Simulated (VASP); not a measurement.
SiC5, 6 atoms in the cell. It takes space group P6/mmm (No. 191, hexagonal). Conventional cell: a = 4.959 Å, b = 4.959 Å, c = 4.041 Å, α = 90.00°, β = 90.00°, γ = 120.00°. Within 3.8 Å of Si (site symmetry 6/mmm) lie 18 C at 2.86 to 3.20 Å. C (site symmetry -6m2) has 9 C at 2.48 to 2.86 Å and 3 Si at 2.86 Å within 3.3 Å. C (site symmetry mmm) has 8 C at 2.48 Å and 4 Si at 3.20 Å within 3.3 Å. The cell was built from a structure type or drawn by symmetry, and may not be a known phase.

- Program: VASP 6.6.1
- Task: relaxation of cell and atoms
- Functional: PBE
- Potentials or basis: VASP PAW PBE potentials, release 64 (Si, C)
- Cutoff: 600 eV
- k mesh: 6 × 6 × 4
- Occupations: gaussian, width 0.1 eV
- Spin: no spin polarisation
- Dipole correction: no
- Further INCAR settings: ALGO = Normal; EDIFF = 1e-06; IBRION = 2; EDIFFG = -0.04; NSW = 90; ISIF = 3

Potentials or basis: VASP PAW PBE potentials, release 64 (Si, C).

Run with:

```bash
$ cat potpaw_PBE.64/Si/POTCAR potpaw_PBE.64/C/POTCAR > POTCAR
$ mpirun -np 1 vasp_std > vasp.out
```

Hardware: 1 thread of Intel(R) Xeon(R) 6975P-C (Granite Rapids), with other jobs on the host.

**Question.** How long does it take, and how much memory?

**Answer.** Wall time 3.9 min on 1 thread of Intel(R) Xeon(R) 6975P-C (Granite Rapids), on a shared host, peak memory 0.24 GiB. Counts: scf iterations 236, k points 21, ion steps 26.
